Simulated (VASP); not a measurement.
Input of a VASP 6.6.1 run:

File INCAR:

```
SYSTEM = Sb
PREC = Accurate
ENCUT = 520
EDIFF = 1E-6
ISMEAR = -1
SIGMA = 0.05
LREAL = .FALSE.
LASPH = .TRUE.
NELM = 80
ALGO = Normal
ISIF = 2
LWAVE = .FALSE.
LCHARG = .FALSE.
GGA = CA
NBANDS = 8
```

The input KPOINTS:

```
regular mesh
0
G
  10 10 10
  0 0 0
```

The input POSCAR:

```
Sb
1.0
    0.0000000000      2.3228362346      2.3228362346
    2.3228362346      0.0000000000      2.3228362346
    2.3228362346      2.3228362346      0.0000000000
Sb
1
Direct
    0.0000000000      0.0000000000      0.0000000000
```

Potentials or basis: VASP PAW LDA potentials, release 64 (Sb).

Launch:

```sh
$ cat potpaw_LDA.64/Sb/POTCAR > POTCAR
$ mpirun -np 1 vasp_std > vasp.out
```

(1) Predict the pressure.

## Answers

(1) 1.8 GPa.
